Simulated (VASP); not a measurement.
A run of VASP 6.6.1 is set up as follows.

INCAR

```
SYSTEM = Al
PREC = Accurate
ENCUT = 450
EDIFF = 1E-7
ISMEAR = 1
SIGMA = 0.1
LREAL = .FALSE.
LASPH = .TRUE.
NELM = 120
ALGO = Normal
ISIF = 2
LWAVE = .FALSE.
LCHARG = .FALSE.
LDIPOL = .TRUE.
IDIPOL = 3
DIPOL = 0.5 0.5 0.694
GGA = PE
IBRION = 2
NSW = 80
EDIFFG = -0.02
GGA_COMPAT = .FALSE.
NELMIN = 4
NELMDL = -8
```

Contents of KPOINTS:

```
Automatic mesh
0
G
  12 12 1
  0 0 0
```

Contents of POSCAR:

```
Al
1.0
    2.8758975626      0.0000000000      0.0000000000
    0.0000000000      2.8758975626      0.0000000000
    0.0000000000      0.0000000000     25.9119087061
Al
4
Direct
    0.0000000000      0.0000000000      0.5770240781
    0.5000000000      0.5000000000      0.6554342833
    0.0000000000      0.0000000000      0.7320191714
    0.5000000000      0.5000000000      0.8102560161
```

Potentials or basis: VASP PAW PBE potentials, release 64 (Al).

Run with:

```bash
$ cat potpaw_PBE.64/Al/POTCAR > POTCAR
$ mpirun -np 1 vasp_std > vasp.out
```

(1) Estimate the band gap on the k mesh.

## Answers

(1) zero (band 6 reaches 1.34 eV, above the bottom of band 7 at -1.40 eV).

Caveat: the relaxation stopped at its first step, so nothing moved.
